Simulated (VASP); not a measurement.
BaTiO3:

```
Ba Ti O
1.0
     4.03384    0.00000    0.00000
     0.00000    4.03384    0.00000
     0.00000    0.00000    4.03384
Ba Ti O
1 1 3
Direct
  0.50000 0.50000 0.50000
  0.00000 0.00000 0.00000
  0.50000 0.00000 0.00000
  0.00000 0.50000 0.00000
  0.00000 0.00000 0.50000
```

This cell differs from its parent crystal: volume scaled by 1.02.

Base run:

- Program: VASP 6.6.1
- Functional: PBE
- Potentials or basis: VASP PAW PBE potentials, release 64 (Ba_sv, Ti_sv, O)
- Cutoff: 520 eV
- k mesh: 8 × 8 × 8
- Occupations: fermi-dirac, width 0.05 eV
- Spin: no spin polarisation

Its results: band gap on the k mesh 1.70 eV, indirect (least direct gap 1.87 eV); pressure -0.1 GPa.

Q: The run is repeated on the same cell with these changes: potentials or basis from VASP PAW PBE potentials, release 64 (Ba_sv, Ti_sv, O) to VASP PAW PBE potentials, release 64 (Ba_sv, Ti_sv, O_h); cutoff from 520 eV to 910 eV. What comes out?

A: Band gap on the k mesh 1.70 eV, indirect (least direct gap 1.87 eV); pressure -0.6 GPa.

Caveats: spin-orbit coupling is left out, which moves the levels of the heavy elements; the cutoff is under 1.25 times the usual one of these potentials, so pressure, stress and relaxed cells hold a basis-set (Pulay) error (some runs).

A k mesh can miss the band edges.
